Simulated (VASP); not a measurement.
# AlIn2 (P6/mmm) in VASP: further runs

AlIn2 is run at these levels: PBE; tasks: single point.

Program: VASP 6.6.1. These are calculated values, not measurements. Logs are shortened: lines on timing, memory, paths and dates and some standing lists are left out, and cuts for length are marked.

## (1) The cell of the first run

The structure is hexagonal, space group P6/mmm (No. 191). Conventional cell: a = 5.374 Å, b = 5.374 Å, c = 2.920 Å, α = 90.00°, β = 90.00°, γ = 120.00°. Al (site symmetry 6/mmm) has 2 Al at 2.92 Å and 6 In at 3.10 Å within 3.8 Å. In (site symmetry -6m2) has 5 In at 2.92 to 3.10 Å and 3 Al at 3.10 Å within 3.8 Å.

## (2) Single point, PBE

File INCAR:

```
PREC = Accurate
ENCUT = 520
EDIFF = 1E-6
ISMEAR = 0
SIGMA = 0.1
LREAL = F
LASPH = T
NELM = 80
ALGO = Normal
ISIF = 2
LWAVE = F
LCHARG = T
GGA = PE
LELF = T
LVHAR = T
NBANDS = 22
```

File KPOINTS:

```
Automatic mesh
0
Gamma
  6 6 4
```

File POSCAR:

```
AlIn2
1.0
    5.3741766926      0.0000000000      0.0000000000
   -2.6870883463      4.6541735402      0.0000000000
    0.0000000000      0.0000000000      2.9203004530
Al In
1 2
Direct
    0.0000000000      0.0000000000      0.5000000000
    0.3333333333      0.6666666667      0.5000000000
    0.6666666667      0.3333333333      0.5000000000
```

Potentials or basis: VASP PAW PBE potentials, release 64 (Al, In_d).

Run with:

```
cat potpaw_PBE.64/Al/POTCAR potpaw_PBE.64/In_d/POTCAR > POTCAR
mpirun -np 1 vasp_std > vasp.out
```

OUTCAR:

```text
PREC = Accurate
   ENCUT = 520
   EDIFF = 1E-6
   ISMEAR = 0
   LREAL = F
   LASPH = T
   NELM = 80
   ISIF = 2
   GGA = PE

 ion  position               nearest neighbor table
   1  0.000  0.000  0.500-   2 3.10   3 3.10   2 3.10   3 3.10   3 3.10   2 3.10
   2  0.333  0.667  0.500-   3 3.10   1 3.10   3 3.10   1 3.10   1 3.10   3 3.10
   3  0.667  0.333  0.500-   2 3.10   1 3.10   2 3.10   1 3.10   1 3.10   2 3.10

  LATTYP: Found a hexagonal cell.
 ALAT       =     5.3741766926
 C/A-ratio  =     0.5433949459

  Lattice vectors:

 A1 = (   5.3741766926,   0.0000000000,   0.0000000000)
 A2 = (  -2.6870883463,   4.6541735402,   0.0000000000)
 A3 = (   0.0000000000,   0.0000000000,   2.9203004530)

Analysis of symmetry for initial positions (statically):
=====================================================================
 Subroutine PRICEL returns:
 Original cell was already a primitive cell.

 Routine SETGRP: Setting up the symmetry group for a
 hexagonal supercell.

 Subroutine GETGRP returns: Found 24 space group operations
 (whereof 24 operations were pure point group operations)
 out of a pool of 24 trial point group operations.

The static configuration has the point symmetry D_6h.

Analysis of symmetry for dynamics (positions and initial velocities):
=====================================================================
 Subroutine PRICEL returns:
 Original cell was already a primitive cell.

 Routine SETGRP: Setting up the symmetry group for a
 hexagonal supercell.

 Subroutine GETGRP returns: Found 24 space group operations
 (whereof 24 operations were pure point group operations)
 out of a pool of 24 trial point group operations.

The dynamic configuration has the point symmetry D_6h.

 Subroutine INISYM returns: Found 24 space group operations
 (whereof 24 operations are pure point group operations),
 and found     1 'primitive' translations

----------------------------------------------------------------------------------------

                                     Primitive cell

  volume of cell :      73.0436

  direct lattice vectors                    reciprocal lattice vectors
[... 77 lines left out ...]
   ISTART =      0    job   : 0-new  1-cont  2-samecut
   ICHARG =      2    charge: 1-file 2-atom 10-const
   ISPIN  =      1    spin polarized calculation?
   LNONCOLLINEAR =      F non collinear calculations
   LSORBIT =      F    spin-orbit coupling
   LASPH  =      T    aspherical Exc in radial PAW
   ENCUT  =  520.0 eV  38.22 Ry    6.18 a.u.   9.99  9.99  5.43*2*pi/ulx,y,z
   NELM   =     80;   NELMIN=  2; NELMDL= -5     # of ELM steps
   EDIFF  = 0.1E-05   stopping-criterion for ELM
   LREAL  =      F    real-space projection
   EDIFFG = 0.1E-04   stopping-criterion for IOM
   NSW    =      0    number of steps for IOM
   IBRION =     -1    ionic relax: 0-MD 1-quasi-New 2-CG
   NFREE  =      0    steps in history (QN), initial steepest desc. (CG)
   ISIF   =      2    stress and relaxation
   ISYM   =      2    0-nonsym 1-usesym 2-fastsym
   POTIM  = 0.5000    time-step for ionic-motion
   TEBEG  =    0.0;   TEEND  =   0.0 temperature during run
   PSTRESS=    0.0 pullay stress
   NELECT =      29.0000    total number of electrons
   NUPDOWN=      -1.0000    fix difference up-down
   EMIN   =  10.00;   EMAX   =-10.00  energy-range for DOS
   EFERMI =   0.00;   METHOD = LEGACY
   ISMEAR =     0;   SIGMA  =   0.10  broadening in eV -4-tet -1-fermi 0-gaus
   EFERMI_NEDOS =   21; number of points for ismear=-14 and -15
   IALGO  =     38    algorithm
   IMIX   =      4    mixing-type and parameters
     AMIX     =   0.40;   BMIX     =  1.00
     AMIX_MAG =   1.60;   BMIX_MAG =  1.00
  volume/ion in A,a.u.               =      24.35       164.31
  Fermi-wavevector in a.u.,A,eV,Ry     =   1.203225  2.273765 19.697837  1.447750
  Thomas-Fermi vector in A             =   2.338984
   LORBIT       =      0    0 simple, 1 ext, 2 COOP (PROOUT), +10 PAW based schemes
   GGA     = PE    functional components
   LHFCALC =     F    Hartree Fock is set to
   AEXX    =    0.0000 exact exchange contribution
   IVDW    =     0    specifies the selected vdW correction
   LEPSILON=     F    determine dielectric tensor
   LRPA    =     F    only Hartree local field effects (RPA)
 non-spin polarized calculation
 Gauss-broadening in eV      SIGMA  =   0.10
  energy-cutoff  :      520.00
  volume of cell :       73.04
 maximum number of plane-waves:      1980
 NGX is ok and might be reduce to    40
   NGX = 19   NGY = 19   NGZ = 11

 number of electron      28.9999997 magnetization

 Free energy of the ion-electron system (eV)
  ---------------------------------------------------
  ext. energy  EPLUGINS =         0.00000000
  ---------------------------------------------------
  free energy    TOTEN  =        -8.38222124 eV

  energy without entropy =       -8.37198313  energy(sigma->0) =       -8.37710218

 E-fermi :   6.8640     XC(G=0):  -9.9832

 val. band max:        6.8611016994   @ k =   0.1667   0.1667   0.5000
 cond. band min:       6.8837174145   @ k =   0.1667   0.0000   0.2500
 fundamental gap:      0.0226157151
 Fermi energy:         6.8639807128

 k-point     1 :       0.0000    0.0000    0.0000
  band No.  band energies     occupation
      1      -8.1952      2.00000
      2      -8.0237      2.00000
      3      -7.7223      2.00000
      4      -7.7223      2.00000
      5      -7.6050      2.00000
      6      -7.6050      2.00000
[... 514 lines left out ...]
     21      12.8832      0.00000
     22      13.8611      0.00000

------------------------ aborting loop because EDIFF is reached ----------------------------------------

  FORCE on cell =-STRESS in cart. coord.  units (eV):
  Direction    XX          YY          ZZ          XY          YZ          ZX
  --------------------------------------------------------------------------------------
  -------------------------------------------------------------------------------------
  Total        0.1206204      0.1206204      0.0209410      0.0000000      0.0000000      0.0000000
  in kB        2.6457534      2.6457534      0.4593311      0.0000000      0.0000000      0.0000000
  external PRESSURE =       1.9169459 kB  Pullay stress =       0.0000000 kB

 VOLUME and BASIS-vectors are now :
 -----------------------------------------------------------------------------
  energy-cutoff  :      520.00
  volume of cell :       73.04
      direct lattice vectors                 reciprocal lattice vectors
     5.374176693  0.000000000  0.000000000     0.186075013  0.107430459  0.000000000
    -2.687088346  4.654173540  0.000000000     0.000000000  0.214860918  0.000000000
     0.000000000  0.000000000  2.920300453     0.000000000  0.000000000  0.342430519

 POSITION                                       TOTAL-FORCE (eV/Angst)
 -----------------------------------------------------------------------------------
      0.00000      0.00000      1.46015        -0.000000      0.000000      0.000000
     -0.00000      3.10278      1.46015         0.000000      0.000000      0.000000
      2.68709      1.55139      1.46015        -0.000000      0.000000      0.000000
 -----------------------------------------------------------------------------------
    total drift:                               -0.000000      0.000000      0.000000

  FREE ENERGIE OF THE ION-ELECTRON SYSTEM (eV)
  ---------------------------------------------------
  free  energy   TOTEN  =        -8.3822212384 eV

  energy  without entropy=       -8.3719831301  energy(sigma->0) =       -8.37710218
```

OSZICAR:

```text
N       E                     dE             d eps       ncg     rms          rms(c)
DAV:   1     0.225512341416E+03    0.22551E+03   -0.13381E+04   924   0.156E+03
DAV:   2     0.857147063359E+01   -0.21694E+03   -0.21148E+03   924   0.377E+02
DAV:   3    -0.796250923100E+01   -0.16534E+02   -0.16330E+02  1134   0.116E+02
DAV:   4    -0.845479890063E+01   -0.49229E+00   -0.49208E+00  1134   0.214E+01
DAV:   5    -0.848443023087E+01   -0.29631E-01   -0.29630E-01  1392   0.453E+00    0.435E+00
DAV:   6    -0.839761518687E+01    0.86815E-01   -0.18136E-01  1302   0.625E+00    0.218E+00
DAV:   7    -0.838361258082E+01    0.14003E-01   -0.46391E-02  1252   0.271E+00    0.452E-01
DAV:   8    -0.838231396281E+01    0.12986E-02   -0.33267E-03  1310   0.662E-01    0.180E-01
DAV:   9    -0.838221349804E+01    0.10046E-03   -0.43917E-04  1298   0.157E-01    0.433E-02
DAV:  10    -0.838222005209E+01   -0.65541E-05   -0.27677E-05  1430   0.504E-02    0.217E-02
DAV:  11    -0.838222130325E+01   -0.12512E-05   -0.20134E-06   882   0.118E-02    0.769E-03
DAV:  12    -0.838222123842E+01    0.64822E-07   -0.28264E-07   666   0.649E-03
   1 F= -.83822212E+01 E0= -.83771022E+01  d E =-.102381E-01
```

It took 28 s on 1 thread of Intel Xeon Platinum 8259CL at 2.50GHz (Skylake/Cascade Lake), shared host; peak memory 0.19 GiB.

What came out:

```yaml
Free_energy: -8.3822 eV
Pressure: 0.2 GPa
```

Caveat: the k points lie up to 0.54 Å⁻¹ apart; spin-orbit coupling is left out, which moves the levels of the heavy elements.

(Continued in part 2 of 2.)
